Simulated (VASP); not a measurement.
# GaN (F-43m) in VASP: further runs, part 2 of 2

VASP 6.6.1. The steps go on from the part before.

## Step 4: Elastic constants, LDA

This run uses another cell than the first one, of 11.06 Å³/atom.

INCAR reads:

```
ALGO     = Normal         # electronic algorithm
EDIFF    = 1E-8           # SCF threshold, eV
ENCUT    = 600            # plane-wave cutoff, eV
IBRION   = 6              # ionic algorithm
ISIF     = 3              # what is computed and relaxed
ISMEAR   = 0              # smearing method
LASPH    = T              # aspherical terms in the spheres
LCHARG   = F              # write CHGCAR
LREAL    = F              # projectors in reciprocal space
LWAVE    = F              # write WAVECAR
NELM     = 80             # most SCF steps
NFREE    = 2            
NSW      = 1              # ionic steps
POTIM    = 0.015          # step
PREC     = Accurate       # precision mode
SIGMA    = 0.01           # smearing width, eV
```

KPOINTS reads:

```
k-points
0
Gamma
  10 10 10
```

POSCAR reads:

```
GaN
1.0
    0.0000000000      2.2277074437      2.2277074437
    2.2277074437      0.0000000000      2.2277074437
    2.2277074437      2.2277074437      0.0000000000
Ga N
1 1
Direct
    0.0000000000      0.0000000000      0.0000000000
    0.2500000000      0.2500000000      0.2500000000
```

Potentials or basis: VASP PAW LDA potentials, release 64 (Ga_d, N).

On the command line:

```console
$ cat potpaw_LDA.64/Ga_d/POTCAR potpaw_LDA.64/N/POTCAR > POTCAR
$ mpirun -np 1 vasp_std > vasp.out
```

OUTCAR:

```text
EDIFF = 1E-8
   ENCUT = 600
   IBRION = 6
   ISIF = 3
   ISMEAR = 0
   LASPH = T
   LREAL = F
   NELM = 80
   NFREE = 2
   NSW = 1
   POTIM = 0.015
   PREC = Accurate

 ion  position               nearest neighbor table
   1  0.000  0.000  0.000-   2 1.93   2 1.93   2 1.93   2 1.93
   2  0.250  0.250  0.250-   1 1.93   1 1.93   1 1.93   1 1.93

  LATTYP: Found a face centered cubic cell.
 ALAT       =     4.4554148874

  Lattice vectors:

 A1 = (   0.0000000000,   2.2277074437,   2.2277074437)
 A2 = (   2.2277074437,   0.0000000000,   2.2277074437)
 A3 = (   2.2277074437,   2.2277074437,   0.0000000000)

Analysis of symmetry for initial positions (statically):
=====================================================================
 Subroutine PRICEL returns:
 Original cell was already a primitive cell.

 Routine SETGRP: Setting up the symmetry group for a
 face centered cubic supercell.

 Subroutine GETGRP returns: Found 24 space group operations
 (whereof 24 operations were pure point group operations)
 out of a pool of 48 trial point group operations.

The static configuration has the point symmetry T_d .

Analysis of symmetry for dynamics (positions and initial velocities):
=====================================================================
 Subroutine PRICEL returns:
 Original cell was already a primitive cell.

 Routine SETGRP: Setting up the symmetry group for a
 face centered cubic supercell.

 Subroutine GETGRP returns: Found 24 space group operations
 (whereof 24 operations were pure point group operations)
 out of a pool of 48 trial point group operations.

The dynamic configuration has the point symmetry T_d .

 Subroutine INISYM returns: Found 24 space group operations
 (whereof 24 operations are pure point group operations),
 and found     1 'primitive' translations

----------------------------------------------------------------------------------------

                                     Primitive cell

  volume of cell :      22.1108

  direct lattice vectors                    reciprocal lattice vectors
     0.000000000  2.227707444  2.227707444    -0.224445989  0.224445989  0.224445989
     2.227707444  0.000000000  2.227707444     0.224445989 -0.224445989  0.224445989
     2.227707444  2.227707444  0.000000000     0.224445989  0.224445989 -0.224445989

  length of vectors
     3.150454080  3.150454080  3.150454080     0.388751856  0.388751856  0.388751856

  position of ions in fractional coordinates (direct lattice)
     0.000000000  0.000000000  0.000000000
     0.250000000  0.250000000  0.250000000

  ion indices of the primitive-cell ions
   primitive index   ion index
                 1           1
                 2           2
[... 305 lines left out ...]

 Free energy of the ion-electron system (eV)
  ---------------------------------------------------
  ext. energy  EPLUGINS =         0.00000000
  ---------------------------------------------------
  free energy    TOTEN  =       -13.94260092 eV

  energy without entropy =      -13.94260092  energy(sigma->0) =      -13.94260092

 E-fermi :   5.5480     XC(G=0): -12.3036

 val. band max:        5.4477343910   @ k =   0.0000   0.0000   0.0000
 cond. band min:       7.3908668636   @ k =   0.0000   0.0000   0.0000
 fundamental gap:      1.9431324726
 Fermi energy:         5.5480212875

 k-point     1 :       0.0000    0.0000    0.0000
  band No.  band energies     occupation
      1     -10.6898      2.00000
      2      -8.1783      2.00000
      3      -8.1718      2.00000
      4      -8.1665      2.00000
      5      -7.8182      2.00000
      6      -7.8180      2.00000
      7       5.3884      2.00000
      8       5.4195      2.00000
      9       5.4477      2.00000
     10       7.3909      0.00000
     11      15.7214      0.00000
     12      15.7446      0.00000
     13      15.7704      0.00000
[... 354 lines left out ...]
  band No.  band energies     occupation
      1      -9.6412      2.00000
      2      -8.0382      2.00000
      3      -7.9241      2.00000
      4      -7.9219      2.00000
      5      -7.7508      2.00000
      6      -6.8271      2.00000
      7       0.2731      2.00000
      8       2.8246      2.00000
      9       3.1427      2.00000
     10       9.8310      0.00000
     11      12.6554      0.00000
     12      16.2482      0.00000
     13      18.4115      0.00000

 [... further k-points ...]

------------------------ aborting loop because EDIFF is reached ----------------------------------------

  FORCE on cell =-STRESS in cart. coord.  units (eV):
  Direction    XX          YY          ZZ          XY          YZ          ZX
  --------------------------------------------------------------------------------------
  -------------------------------------------------------------------------------------
  Total        0.1383116      0.1431267      0.1431267      0.0000000      0.1415599      0.0000000
  in kB       10.0222410     10.3711465     10.3711465      0.0000000     10.2576146      0.0000000
  external PRESSURE =      10.2548446 kB  Pullay stress =       0.0000000 kB
[... 17 lines left out ...]
  FREE ENERGIE OF THE ION-ELECTRON SYSTEM (eV)
  ---------------------------------------------------
  free  energy   TOTEN  =       -13.9426009200 eV

  energy  without entropy=      -13.9426009200  energy(sigma->0) =      -13.94260092

 INTERNAL STRAIN TENSORS FROM STRAINED CELLS
 ============================================

 INTERNAL STRAIN TENSOR FOR ION    1 for displacements in x,y,z  (eV/Angst):
          X           Y           Z          XY          YZ          ZX
  --------------------------------------------------------------------------------
  x    -0.00000     0.00000    -0.00000     0.00000     9.43328    -0.00000
  y    -0.00000     0.00000    -0.00000     0.00000     0.00000     9.43462
  z    -0.00000     0.00000     0.00000     9.43233     0.00000    -0.00000

 INTERNAL STRAIN TENSORS FROM DISPLACED ATOMS
 ============================================

 INTERNAL STRAIN TENSOR FOR ION    1 for displacements in x,y,z  (eV/Angst):
          X           Y           Z          XY          YZ          ZX
  --------------------------------------------------------------------------------
  x     0.00000    -0.00000    -0.00000     0.00000     9.43207     0.00000
  y    -0.00000     0.00000    -0.00000     0.00000     0.00000     9.43207
  z    -0.00000    -0.00000     0.00000     9.43207     0.00000     0.00000

 INTERNAL STRAIN TENSOR FOR ION    2 for displacements in x,y,z  (eV/Angst):
          X           Y           Z          XY          YZ          ZX
  --------------------------------------------------------------------------------
  x     0.00000    -0.00000    -0.00000     0.00000    -9.43639     0.00000
  y     0.00000     0.00000     0.00000     0.00000     0.00000    -9.43639
  z    -0.00000    -0.00000     0.00000    -9.43639     0.00000     0.00000

 Eigenvectors and eigenvalues of the dynamical matrix
 ----------------------------------------------------

   1 f  =   16.709206 THz   104.987039 2PiTHz  557.359127 cm-1    69.103693 meV
             X         Y         Z           dx          dy          dz
      0.000000  0.000000  0.000000    -0.408985   -0.000000    0.000000
      1.113854  1.113854  1.113854     0.912541    0.000000   -0.000000
[... 21 lines left out ...]
   6 f/i=    0.000915 THz     0.005748 2PiTHz    0.030518 cm-1     0.003784 meV
             X         Y         Z           dx          dy          dz
      0.000000  0.000000  0.000000    -0.027924    0.419352   -0.809997
      1.113854  1.113854  1.113854    -0.012515    0.187947   -0.363027

--------------------------------------------------------------------------------------------------------

 ELASTIC MODULI CONTR FROM IONIC RELAXATION (kBar)
 Direction    XX          YY          ZZ          XY          YZ          ZX
 --------------------------------------------------------------------------------
 XX          -0.0000     -0.0000     -0.0000     -0.0000      0.0000      0.0000
 YY          -0.0000     -0.0000     -0.0000     -0.0000     -0.0000      0.0000
 ZZ          -0.0000     -0.0000     -0.0000      0.0000     -0.0000      0.0000
 XY          -0.0000     -0.0000      0.0000   -484.1514      0.0000      0.0000
 YZ           0.0000     -0.0000     -0.0000      0.0000   -484.1514      0.0000
 ZX           0.0000      0.0000      0.0000      0.0000      0.0000   -484.1514
 --------------------------------------------------------------------------------

 TOTAL ELASTIC MODULI (kBar)
 Direction    XX          YY          ZZ          XY          YZ          ZX
 --------------------------------------------------------------------------------
 XX        2891.3148   1613.2166   1613.2166     -0.0000      0.0000      0.0000
 YY        1613.2166   2891.3148   1613.2166      0.0000     -0.0000      0.0000
 ZZ        1613.2166   1613.2166   2891.3148      0.0000     -0.0000      0.0000
 XY          -0.0000      0.0000      0.0000   1611.0462     -0.0000      0.0000
 YZ           0.0000     -0.0000     -0.0000     -0.0000   1611.0462     -0.0000
 ZX           0.0000      0.0000      0.0000      0.0000     -0.0000   1611.0462
 --------------------------------------------------------------------------------
```

Wall time 9.2 min (1 thread of Intel Xeon Platinum 8488C (Sapphire Rapids), shared host); peak memory 0.31 GiB.

Results:

- Elastic constants C11, C12, C44: 289, 161, 161 GPa
- Voigt bulk modulus: 204 GPa
- Highest phonon frequency at Γ, LO-TO splitting left out: 557 cm⁻¹

Phonon frequencies in cm⁻¹ (negative: imaginary):
| q point | frequencies |
| --- | --- |
| (0.000, 0.000, 0.000) | 0 0 0 557 557 557 |

Elastic tensor in Voigt notation (GPa, in the Cartesian axes of the cell as first typed):
```
289 161 161   0   0   0
161 289 161   0   0   0
161 161 289   0   0   0
  0   0   0 161   0   0
  0   0   0   0 161   0
  0   0   0   0   0 161
```

Clamped-ion elastic tensor (GPa):
```
289 161 161   0   0   0
161 289 161   0   0   0
161 161 289   0   0   0
  0   0   0 210   0   0
  0   0   0   0 210   0
  0   0   0   0   0 210
```

Caveat: the cell is under stress, which shifts elastic constants.
